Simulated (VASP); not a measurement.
Here is a VASP 6.6.1 calculation.

File INCAR:

```
SYSTEM = ZrS
PREC     = Accurate       ! precision mode
ENCUT    = 520            ! plane-wave cutoff, eV
EDIFF    = 1E-8           ! SCF threshold, eV
ISMEAR   = -1             ! smearing method
SIGMA    = 0.15           ! smearing width, eV
LREAL    = .FALSE.        ! projectors in reciprocal space
LASPH    = .TRUE.         ! aspherical terms in the spheres
NELM     = 60             ! most SCF steps
ALGO     = Normal         ! electronic algorithm
ISIF     = 2              ! what is computed and relaxed
LWAVE    = .FALSE.        ! write WAVECAR
LCHARG   = .FALSE.        ! write CHGCAR
GGA      = PS             ! functional
NBANDS   = 16             ! bands
IBRION   = 8              ! ionic algorithm
NSW      = 1              ! ionic steps
```

Contents of KPOINTS:

```
Automatic mesh
0
G
  14 14 14
  0 0 0
```

The input POSCAR:

```
ZrS
1.0
    0.0000000000      2.6017025757      2.6017025757
    2.6017025757      0.0000000000      2.6017025757
    2.6017025757      2.6017025757      0.0000000000
Zr S
1 1
Direct
    0.0000000000      0.0000000000      0.0000000000
    0.5000000000      0.5000000000      0.5000000000
```

Potentials or basis: VASP PAW PBE potentials, release 64 (Zr_sv, S).

Run with:

```bash
$ cat potpaw_PBE.64/Zr_sv/POTCAR potpaw_PBE.64/S/POTCAR > POTCAR
$ mpirun -np 1 vasp_std > vasp.out
```

Estimate the highest phonon frequency at Γ, LO-TO splitting left out.

248 cm⁻¹.

Phonon frequencies in cm⁻¹ (negative: imaginary):
```
              q point        frequencies
(0.000, 0.000, 0.000)  0 0 0 248 248 248
```

Caveat: the cell stands under pressure or tension, which shifts response properties.
